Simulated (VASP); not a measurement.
Write the native input for VASP 6.6.1 that does the following.

```
Task                   : single point
Functional             : PBEsol
Potentials or basis    : VASP PAW PBE potentials, release 64 (Sn_d, Mn_pv)
Cutoff                 : 520 eV
k mesh                 : 10 × 10 × 10
Occupations            : gaussian, width 0.1 eV
Spin                   : no spin polarisation
Dipole correction      : no
Further INCAR settings : ALGO = Fast; EDIFF = 1e-06; NBANDS = 36
```

The structure of MnSn3 lies in POSCAR:

```
MnSn3
1.0
    4.5142541880      0.0000000000      0.0000000000
    0.0000000000      4.5142541880      0.0000000000
    0.0000000000      0.0000000000      4.5142541880
Sn Mn
3 1
Direct
    0.0000000000      0.5000000000      0.5000000000
    0.5000000000      0.0000000000      0.5000000000
    0.5000000000      0.5000000000      0.0000000000
    0.0000000000      0.0000000000      0.0000000000
```

One way to write it, as run:

INCAR

```
PREC     = Accurate       # precision mode
ENCUT    = 520            # plane-wave cutoff, eV
EDIFF    = 1E-6           # SCF threshold, eV
ISMEAR   = 0              # smearing method
SIGMA    = 0.1            # smearing width, eV
LREAL    = False          # projectors in reciprocal space
LASPH    = True           # aspherical terms in the spheres
NELM     = 80             # most SCF steps
ALGO     = Fast           # electronic algorithm
ISIF     = 2              # what is computed and relaxed
LWAVE    = False          # write WAVECAR
LCHARG   = False          # write CHGCAR
GGA      = PS             # functional
NBANDS   = 36             # bands
```

KPOINTS

```
regular mesh
0
Gamma
  10 10 10
```

Potentials or basis: VASP PAW PBE potentials, release 64 (Sn_d, Mn_pv).

Run with:

```console
$ cat potpaw_PBE.64/Sn_d/POTCAR potpaw_PBE.64/Mn_pv/POTCAR > POTCAR
$ mpirun -np 1 vasp_std > vasp.out
```

It gave:

* Pressure: -6.6 GPa
* Band gap on the k mesh: zero (an odd number of electrons rules out a gap without spin polarisation)

Caveat: the cell stands under tension; the PAW data sets were made with another functional, which shifts forces and pressure a little; spin-orbit coupling is left out, which moves the levels of the heavy elements; the run has no spin polarisation, though such a crystal can be magnetic.

Run time: 120 s on 1 thread of Intel(R) Xeon(R) 6975P-C (Granite Rapids), with other jobs on the host, peak memory 0.3 GiB.
